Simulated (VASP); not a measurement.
Write the native input for VASP 6.6.1 that does the following.

| Property | Result |
| --- | --- |
| Task | single point |
| Functional | PBE |
| Potentials or basis | VASP PAW PBE potentials, release 64 (C) |
| Cutoff | 520 eV |
| k mesh | 12 × 12 × 12 |
| Occupations | gaussian, width 0.05 eV |
| Spin | no spin polarisation |
| Dipole correction | no |
| Further INCAR settings | ALGO = Normal; EDIFF = 1e-07; NBANDS = 31 |

The structure of C lies in POSCAR:

```
C
1.0
    1.2346000000      0.7127966423     10.3670139469
   -1.2346000000      0.7127966423     10.3670139469
    0.0000000000     -1.4255932847     10.3670139469
C
10
Direct
    0.0248257000      0.0248257000      0.0248257000
    0.9751743000      0.9751743000      0.9751743000
    0.1086810650      0.1086810650      0.1086810650
    0.8913189350      0.8913189350      0.8913189350
    0.1583663742      0.1583663742      0.1583663742
    0.8416336258      0.8416336258      0.8416336258
    0.3748589682      0.3748589682      0.3748589682
    0.6251410318      0.6251410318      0.6251410318
    0.4253192967      0.4253192967      0.4253192967
    0.5746807033      0.5746807033      0.5746807033
```

These files were run (other wordings do the same):

INCAR

```
PREC = Accurate ; ENCUT = 520
EDIFF = 1E-7 ; ISMEAR = 0
SIGMA = 0.05 ; LREAL = F
LASPH = T ; NELM = 100
ALGO = Normal ; ISIF = 2
LWAVE = F ; LCHARG = F
GGA = PE ; NBANDS = 31
```

KPOINTS

```
Automatic mesh
0
Gamma
  12 12 12
```

Potentials or basis: VASP PAW PBE potentials, release 64 (C).

Run with:

```bash
$ cat potpaw_PBE.64/C/POTCAR > POTCAR
$ mpirun -np 1 vasp_std > vasp.out
```

It gave:

| Property | Result |
| --- | --- |
| Pressure | 19.9 GPa |
| Largest force | 0.122 eV/Å |
| Band gap on the k mesh | 4.69 eV (least direct gap 5.09 eV) |

Caveat: the cell stands under pressure.

It took 68 min on 1 thread of Intel(R) Xeon(R) Platinum 8488C (Sapphire Rapids), on a shared host, peak memory 0.96 GiB.
